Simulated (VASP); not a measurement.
Here is a VASP 6.6.1 calculation.

File INCAR:

```
SYSTEM = BN
PREC = Accurate
ENCUT = 600
EDIFF = 1E-6
ISMEAR = 0
SIGMA = 0.05
LREAL = .False.
LASPH = .True.
NELM = 120
ALGO = Normal
ISIF = 2
LWAVE = .False.
LCHARG = .False.
GGA = PE
IVDW = 12
NBANDS = 11
GGA_COMPAT = .False.
```

File KPOINTS:

```
Automatic mesh
0
Gamma
  12 12 12
  0 0 0
```

File POSCAR:

```
BN
1.0
    1.2530568997      0.7234527383      3.2948845324
   -1.2530568997      0.7234527383      3.2948845324
    0.0000000000     -1.4469054767      3.2948845324
B N
1 1
Direct
    1.2301758798      0.8846115083      0.8846115083
    0.3327354554      0.3327354554      0.3327354554
```

Potentials or basis: VASP PAW PBE potentials, release 64 (B, N).

Command:

```sh
$ cat potpaw_PBE.64/B/POTCAR potpaw_PBE.64/N/POTCAR > POTCAR
$ mpirun -np 1 vasp_std > vasp.out
```

(1) Estimate the dispersion energy per atom.

(2) What does it give for the pressure?

Results:

(1) -0.145 eV.

(2) 47.1 GPa.

Caveat: the cell differs from its parent crystal (all B atoms moved -0.500 Å, as atom 1 towards its neighbour atom 2 (N) at 1.447 Å).
